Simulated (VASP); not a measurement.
# Ru (P6_3/mmc) in VASP: further runs

Ru is run at these levels: PBEsol, PBE; tasks: single point.

Everything below comes from runs of VASP 6.6.1. Logs are shortened: lines on timing, memory, paths and dates and some standing lists are left out, and cuts for length are marked.

## (1) The cell of the first run

Symmetry: P6_3/mmc, No. 194, hexagonal system. The conventional cell has a = 2.700 Å, b = 2.700 Å, c = 4.277 Å, α = 90.00°, β = 90.00°, γ = 120.00°. Within 3.5 Å of Ru (site symmetry -6m2) lie 12 Ru at 2.65 to 2.70 Å.

## (2) Single point, PBEsol

Contents of INCAR:

```
PREC     = Accurate       # precision mode
ENCUT    = 520            # plane-wave cutoff, eV
EDIFF    = 1E-6           # SCF threshold, eV
ISMEAR   = 1              # smearing method
SIGMA    = 0.1            # smearing width, eV
LREAL    = F              # projectors in reciprocal space
LASPH    = T              # aspherical terms in the spheres
NELM     = 60             # most SCF steps
ALGO     = Normal         # electronic algorithm
ISIF     = 2              # what is computed and relaxed
LWAVE    = F              # write WAVECAR
LCHARG   = F              # write CHGCAR
GGA      = PS             # functional
NBANDS   = 21             # bands
```

Contents of KPOINTS:

```
Automatic mesh
0
Gamma
  34 34 19
```

Contents of POSCAR:

```
Ru
1.0
    2.7000000000      0.0000000000      0.0000000000
   -1.3500000000      2.3382685900      0.0000000000
    0.0000000000      0.0000000000      4.2768000000
Ru
2
Direct
    0.0000000000      0.0000000000      0.0000000000
    0.3333333333      0.6666666667      0.5000000000
```

Potentials or basis: VASP PAW PBE potentials, release 64 (Ru_pv).

Launch:

```bash
> cat potpaw_PBE.64/Ru_pv/POTCAR > POTCAR
> mpirun -np 1 vasp_std > vasp.out
```

OUTCAR:

```text
PREC = Accurate
   ENCUT = 520
   EDIFF = 1E-6
   ISMEAR = 1
   LREAL = F
   LASPH = T
   NELM = 60
   ISIF = 2
   GGA = PS

 ion  position               nearest neighbor table
   1  0.000  0.000  0.000-   2 2.65   2 2.65   2 2.65   2 2.65   2 2.65   2 2.65
   2  0.333  0.667  0.500-   1 2.65   1 2.65   1 2.65   1 2.65   1 2.65   1 2.65

  LATTYP: Found a hexagonal cell.
 ALAT       =     2.7000000000
 C/A-ratio  =     1.5840000000

  Lattice vectors:

 A1 = (   2.7000000000,   0.0000000000,   0.0000000000)
 A2 = (  -1.3500000000,   2.3382685900,   0.0000000000)
 A3 = (   0.0000000000,   0.0000000000,   4.2768000000)

Analysis of symmetry for initial positions (statically):
=====================================================================
 Subroutine PRICEL returns:
 Original cell was already a primitive cell.

 Routine SETGRP: Setting up the symmetry group for a
 hexagonal supercell.

 Subroutine GETGRP returns: Found 24 space group operations
 (whereof 12 operations were pure point group operations)
 out of a pool of 24 trial point group operations.

The static configuration has the point symmetry D_3h.
 The point group associated with its full space group is D_6h.

Analysis of symmetry for dynamics (positions and initial velocities):
=====================================================================
 Subroutine PRICEL returns:
 Original cell was already a primitive cell.

 Routine SETGRP: Setting up the symmetry group for a
 hexagonal supercell.

 Subroutine GETGRP returns: Found 24 space group operations
 (whereof 12 operations were pure point group operations)
 out of a pool of 24 trial point group operations.

The dynamic configuration has the point symmetry D_3h.
 The point group associated with its full space group is D_6h.

 Subroutine INISYM returns: Found 24 space group operations
 (whereof 12 operations are pure point group operations),
 and found     1 'primitive' translations

----------------------------------------------------------------------------------------

                                     Primitive cell

  volume of cell :      27.0008

  direct lattice vectors                    reciprocal lattice vectors
     2.700000000  0.000000000  0.000000000     0.370370370  0.213833433  0.000000000
    -1.350000000  2.338268590  0.000000000     0.000000000  0.427666866  0.000000000
     0.000000000  0.000000000  4.276800000     0.000000000  0.000000000  0.233819678

  length of vectors
     2.700000000  2.700000000  4.276800000     0.427666866  0.427666866  0.233819678

  position of ions in fractional coordinates (direct lattice)
     0.000000000  0.000000000  0.000000000
     0.333333333  0.666666667  0.500000000

  ion indices of the primitive-cell ions
   primitive index   ion index
                 1           1
                 2           2

----------------------------------------------------------------------------------------

 KPOINTS: Automatic mesh

Automatic generation of k-mesh.
 Grid dimensions read from file:
 generate k-points for:   34   34   19

 Generating k-lattice:

  Cartesian coordinates                     Fractional coordinates (reciprocal lattice)
     0.010893246  0.006289219  0.000000000     0.029411765 -0.000000000  0.000000000
     0.000000000  0.012578437  0.000000000     0.000000000  0.029411765  0.000000000
     0.000000000  0.000000000  0.012306299     0.000000000  0.000000000  0.052631579

  Length of vectors
     0.012578437  0.012578437  0.012306299

  Shift w.r.t. Gamma in fractional coordinates (k-lattice)
     0.000000000  0.000000000  0.000000000

 Subroutine IBZKPT returns following result:
 ===========================================

 Found   1140 irreducible k-points:

 Following reciprocal coordinates:
            Coordinates               Weight
  0.000000  0.000000  0.000000      1.000000
  0.029412  0.000000  0.000000      6.000000
  0.058824  0.000000  0.000000      6.000000
  0.088235 -0.000000  0.000000      6.000000
  0.117647 -0.000000  0.000000      6.000000
  0.147059  0.000000  0.000000      6.000000
[... 16 lines left out ...]
  0.147059  0.029412  0.000000     12.000000
  0.176471  0.029412  0.000000     12.000000
 [... further k-points ...]
   k-points           NKPTS =   1140   k-points in BZ     NKDIM =   1140   number of bands    NBANDS=     21
   number of dos      NEDOS =    301   number of ions     NIONS =      2
   total plane-waves  NPLWV =  12800
   dimension x,y,z NGX =    20 NGY =   20 NGZ =   32
   dimension x,y,z NGXF=    40 NGYF=   40 NGZF=   64
   ions per type =               2
   NGX,Y,Z   is equivalent  to a cutoff of  12.31, 12.31, 12.44 a.u.
   NGXF,Y,Z  is equivalent  to a cutoff of  24.63, 24.63, 24.88 a.u.
 SYSTEM =  unknown system
   PREC   = accura    normal or accurate (medium, high low for compatibility)
   ISTART =      0    job   : 0-new  1-cont  2-samecut
   ICHARG =      2    charge: 1-file 2-atom 10-const
   ISPIN  =      1    spin polarized calculation?
   LNONCOLLINEAR =      F non collinear calculations
   LSORBIT =      F    spin-orbit coupling
   LASPH  =      T    aspherical Exc in radial PAW
   ENCUT  =  520.0 eV  38.22 Ry    6.18 a.u.   5.02  5.02  7.95*2*pi/ulx,y,z
   NELM   =     60;   NELMIN=  2; NELMDL= -5     # of ELM steps
   EDIFF  = 0.1E-05   stopping-criterion for ELM
   LREAL  =      F    real-space projection
   EDIFFG = 0.1E-04   stopping-criterion for IOM
   NSW    =      0    number of steps for IOM
   IBRION =     -1    ionic relax: 0-MD 1-quasi-New 2-CG
   NFREE  =      0    steps in history (QN), initial steepest desc. (CG)
   ISIF   =      2    stress and relaxation
   ISYM   =      2    0-nonsym 1-usesym 2-fastsym
   POTIM  = 0.5000    time-step for ionic-motion
   TEBEG  =    0.0;   TEEND  =   0.0 temperature during run
   PSTRESS=    0.0 pullay stress
   NELECT =      28.0000    total number of electrons
   NUPDOWN=      -1.0000    fix difference up-down
   EMIN   =  10.00;   EMAX   =-10.00  energy-range for DOS
   EFERMI =   0.00;   METHOD = LEGACY
   ISMEAR =     1;   SIGMA  =   0.10  broadening in eV -4-tet -1-fermi 0-gaus
   EFERMI_NEDOS =   21; number of points for ismear=-14 and -15
   IALGO  =     38    algorithm
   IMIX   =      4    mixing-type and parameters
     AMIX     =   0.40;   BMIX     =  1.00
     AMIX_MAG =   1.60;   BMIX_MAG =  1.00
  volume/ion in A,a.u.               =      13.50        91.11
  Fermi-wavevector in a.u.,A,eV,Ry     =   1.657048  3.131367 37.358996  2.745809
  Thomas-Fermi vector in A             =   2.744868
   LORBIT       =      0    0 simple, 1 ext, 2 COOP (PROOUT), +10 PAW based schemes
   GGA     = PS    functional components
   LHFCALC =     F    Hartree Fock is set to
   AEXX    =    0.0000 exact exchange contribution
   IVDW    =     0    specifies the selected vdW correction
   LEPSILON=     F    determine dielectric tensor
   LRPA    =     F    only Hartree local field effects (RPA)
 non-spin polarized calculation
 Methfessel and Paxton  Order N= 1 SIGMA  =   0.10
  energy-cutoff  :      520.00
  volume of cell :       27.00
 maximum number of plane-waves:       746
 NGX is ok and might be reduce to    20
   NGX =  9   NGY =  9   NGZ = 15

 number of electron      27.9999999 magnetization

 Free energy of the ion-electron system (eV)
  ---------------------------------------------------
  ext. energy  EPLUGINS =         0.00000000
  ---------------------------------------------------
  free energy    TOTEN  =       -20.33687260 eV

  energy without entropy =      -20.33692752  energy(sigma->0) =      -20.33689091

 E-fermi :  12.8198     XC(G=0): -14.3162

 val. band max:       12.8163393968   @ k =   0.1765   0.1176   0.2632
 cond. band min:      12.8208100513   @ k =   0.2059   0.0882   0.1579
 fundamental gap:      0.0044706545
 Fermi energy:        12.8197708893

 k-point     1 :       0.0000    0.0000    0.0000
  band No.  band energies     occupation
      1     -30.8209      2.00000
      2     -29.8661      2.00000
      3     -29.8661      2.00000
      4     -29.6929      2.00000
      5     -29.6929      2.00000
      6     -29.6516      2.00000
[... 13 lines left out ...]
     20      23.0701      0.00000
     21      23.2155      0.00000

 k-point     2 :       0.0294    0.0000    0.0000
  band No.  band energies     occupation
      1     -30.8179      2.00000
      2     -29.8726      2.00000
      3     -29.8683      2.00000
      4     -29.6998      2.00000
      5     -29.6938      2.00000
      6     -29.6530      2.00000
[... 13 lines left out ...]
     20      23.0700      0.00000
     21      23.2124      0.00000

 k-point     3 :       0.0588    0.0000    0.0000
  band No.  band energies     occupation
      1     -30.8088      2.00000
      2     -29.8921      2.00000
      3     -29.8749      2.00000
      4     -29.7201      2.00000
      5     -29.6965      2.00000
      6     -29.6572      2.00000
[... 13 lines left out ...]
     20      23.0700      0.00000
     21      23.2031      0.00000

 k-point     4 :       0.0882   -0.0000    0.0000
  band No.  band energies     occupation
      1     -30.7938      2.00000
      2     -29.9237      2.00000
      3     -29.8854      2.00000
      4     -29.7530      2.00000
      5     -29.7009      2.00000
      6     -29.6641      2.00000
[... 13 lines left out ...]
     20      23.0700      0.00000
     21      23.1881      0.00000

 k-point     5 :       0.1176   -0.0000    0.0000
  band No.  band energies     occupation
      1     -30.7733      2.00000
      2     -29.9665      2.00000
      3     -29.8996      2.00000
      4     -29.7971      2.00000
      5     -29.7070      2.00000
      6     -29.6739      2.00000
[... 13 lines left out ...]
     20      23.0700      0.00000
     21      23.1688      0.00000
[... 382 lines left out ...]
     20      23.0700      0.00000
     21      23.1769      0.00000

 k-point    22 :       0.1176    0.0294    0.0000
  band No.  band energies     occupation
      1     -30.7588      2.00000
      2     -29.9940      2.00000
      3     -29.9139      2.00000
      4     -29.8231      2.00000
      5     -29.7129      2.00000
      6     -29.6809      2.00000
[... 13 lines left out ...]
     20      23.0700      0.00000
     21      23.1570      0.00000

 k-point    23 :       0.1471    0.0294    0.0000
  band No.  band energies     occupation
      1     -30.7305      2.00000
      2     -30.0500      2.00000
      3     -29.9370      2.00000
      4     -29.8755      2.00000
      5     -29.7218      2.00000
      6     -29.6949      2.00000
[... 13 lines left out ...]
     20      23.0699      0.00000
     21      23.1377      0.00000

 k-point    24 :       0.1765    0.0294    0.0000
  band No.  band energies     occupation
      1     -30.6977      2.00000
      2     -30.1129      2.00000
      3     -29.9712      2.00000
      4     -29.9248      2.00000
      5     -29.7318      2.00000
      6     -29.7117      2.00000
[... 13 lines left out ...]
     20      23.0699      0.00000
     21      23.1216      0.00000

 [... further k-points ...]

------------------------ aborting loop because EDIFF is reached ----------------------------------------

  FORCE on cell =-STRESS in cart. coord.  units (eV):
  Direction    XX          YY          ZZ          XY          YZ          ZX
  --------------------------------------------------------------------------------------
  -------------------------------------------------------------------------------------
  Total       -0.6610065     -0.6610065     -1.0336873      0.0000000      0.0000000     -0.0000000
  in kB      -39.2228585    -39.2228585    -61.3370192      0.0000000      0.0000000     -0.0000000
  external PRESSURE =     -46.5942454 kB  Pullay stress =       0.0000000 kB

 VOLUME and BASIS-vectors are now :
 -----------------------------------------------------------------------------
  energy-cutoff  :      520.00
  volume of cell :       27.00
      direct lattice vectors                 reciprocal lattice vectors
     2.700000000  0.000000000  0.000000000     0.370370370  0.213833433  0.000000000
    -1.350000000  2.338268590  0.000000000     0.000000000  0.427666866  0.000000000
     0.000000000  0.000000000  4.276800000     0.000000000  0.000000000  0.233819678

 POSITION                                       TOTAL-FORCE (eV/Angst)
 -----------------------------------------------------------------------------------
      0.00000      0.00000      0.00000         0.000000      0.000000      0.000000
     -0.00000      1.55885      2.13840        -0.000000     -0.000000      0.000000
 -----------------------------------------------------------------------------------
    total drift:                                0.000000     -0.000000     -0.000000

  FREE ENERGIE OF THE ION-ELECTRON SYSTEM (eV)
  ---------------------------------------------------
  free  energy   TOTEN  =       -20.3368725986 eV

  energy  without entropy=      -20.3369275230  energy(sigma->0) =      -20.33689091
```

It took 3.5 min on 1 thread of Intel Xeon 6975P-C (Granite Rapids), shared host; peak memory 0.56 GiB.

What came out:

- Free energy: -20.3369 eV
- Pressure: -4.7 GPa
- Band gap on the k mesh: zero (bands 14 and 15 overlap by 3.28 eV)

Stress tensor (GPa, compression positive):
```
-3.92  0.00  0.00
 0.00 -3.92  0.00
 0.00  0.00 -6.13
```

Levels at points of the mesh, in eV from the Fermi level:
| k point | band 10 | band 11 | band 12 | band 13 | band 14 | band 15 | band 16 | band 17 | band 18 | band 19 |
| --- | --- | --- | --- | --- | --- | --- | --- | --- | --- | --- |
| (0.00, 0.00, 0.00) | -2.65 | -2.48 | -1.96 | -1.96 | -1.41 | -1.41 | 1.19 | 1.19 | 1.21 | 10.17 |
| (0.50, 0.00, 0.00) | -3.06 | -2.12 | -1.85 | -1.57 | 1.44 | 1.86 | 1.93 | 4.07 | 6.12 | 10.24 |

Caveat: the cell stands under tension; the PAW data sets were made with another functional, which shifts forces and pressure a little.

## (3) Single point, PBE

This run uses another cell than the first one, of 13.76 Å³/atom.

Contents of INCAR:

```
ALGO = Normal ; EDIFF = 1E-6
ENCUT = 520 ; GGA = PE
ISIF = 2 ; ISMEAR = 1
LASPH = T ; LCHARG = F
LREAL = F ; LWAVE = F
NBANDS = 21 ; NELM = 100
PREC = Accurate ; SIGMA = 0.1
```

Contents of KPOINTS:

```
k-points
0
Gamma
  34 34 19
```

Contents of POSCAR:

```
Ru
1.0
    2.7211011480      0.0000000000      0.0000000000
   -1.3605505740      2.3565427210      0.0000000000
    0.0000000000      0.0000000000      4.2929619930
Ru
2
Direct
    0.0000000000      0.0000000000      0.0000000000
    0.3333333333      0.6666666667      0.5000000000
```

Potentials or basis: VASP PAW PBE potentials, release 64 (Ru_pv).

Launch:

```bash
> cat potpaw_PBE.64/Ru_pv/POTCAR > POTCAR
> mpirun -np 1 vasp_std > vasp.out
```

Wall time 3.4 min (1 thread of Intel Xeon 6975P-C (Granite Rapids), shared host); peak memory 0.56 GiB.

It converged, with:

```
Free energy            : -18.4687 eV
Pressure               : -0.1 GPa
Band gap on the k mesh : zero (bands 14 and 15 overlap by 3.14 eV)
```

Stress tensor (GPa, compression positive):
```
-0.01  0.00  0.00
 0.00 -0.01  0.00
 0.00  0.00 -0.28
```

Levels at points of the mesh, in eV from the Fermi level:
| k point | band 12 | band 13 | band 14 | band 15 | band 16 | band 17 |
| --- | --- | --- | --- | --- | --- | --- |
| (0.00, 0.00, 0.00) | -1.89 | -1.89 | -1.40 | -1.40 | 1.14 | 1.14 |
| (0.50, 0.00, 0.00) | -1.80 | -1.50 | 1.35 | 1.77 | 1.86 | 3.96 |

## (4) Single point, PBEsol

This run uses another cell than the first one, of 13.32 Å³/atom.

Contents of INCAR:

```
ALGO = Normal
EDIFF = 1E-6
ENCUT = 520
GGA = PS
ISIF = 2
ISMEAR = 1
LASPH = T
LCHARG = T
LELF = T
LREAL = F
LVHAR = T
LWAVE = F
NBANDS = 21
NELM = 60
PREC = Accurate
SIGMA = 0.1
```

KPOINTS is that of step 3.

Contents of POSCAR:

```
Ru
1.0
    2.6907711210      0.0000000000      0.0000000000
   -1.3453855600      2.3302761460      0.0000000000
    0.0000000000      0.0000000000      4.2477013430
Ru
2
Direct
    0.0000000000      0.0000000000      0.0000000000
    0.3333333333      0.6666666667      0.5000000000
```

Launch:

```bash
> cat potpaw_PBE.64/Ru_pv/POTCAR > POTCAR
> mpirun -np 1 vasp_std > vasp.out
```

Run time: 7.9 min. Hardware: 1 thread of Intel Xeon 8259CL, shared host; peak memory 0.56 GiB.

Results (log left out):

```
Free energy            : -20.3426 eV
Pressure               : 0.0 GPa
Band gap on the k mesh : zero (bands 14 and 15 overlap by 3.34 eV)
```

Stress tensor (GPa, compression positive):
```
 0.11  0.00  0.00
 0.00  0.11  0.00
 0.00  0.00 -0.19
```

Levels at points of the mesh, in eV from the Fermi level:
```
           k point  band 12  band 13  band 14  band 15  band 16  band 17
(0.00, 0.00, 0.00)    -1.99    -1.99    -1.47    -1.47     1.21     1.21
(0.50, 0.00, 0.00)    -1.89    -1.58     1.45     1.89     1.99     4.14
```

Caveat: the PAW data sets were made with another functional, which shifts forces and pressure a little.

## (5) Overview

| level | cell | gap on the mesh (eV) | pressure (GPa) |
| --- | --- | --- | --- |
| PBEsol | a = 2.700, b = 2.700, c = 4.277 Å, angles 90.0, 90.0, 120.0°, 2 atoms | none | -4.7 |
| PBE | a = 2.721, b = 2.721, c = 4.293 Å, angles 90.0, 90.0, 120.0°, 2 atoms | none | -0.1 |
| PBEsol | a = 2.691, b = 2.691, c = 4.248 Å, angles 90.0, 90.0, 120.0°, 2 atoms | none | 0.0 |

Alike in all rows: task single point; potentials or basis VASP PAW PBE potentials, release 64 (Ru_pv); no spin polarisation; k mesh 34 × 34 × 19; cutoff (eV) 520; smearing methfessel-paxton 0.1 eV.

Caveats: the PAW data sets were made with another functional, which shifts forces and pressure a little (at least some runs); the cell stands under tension (at least some runs).

Total energies depend on the potentials used, so only differences within one code and one set of settings carry meaning.
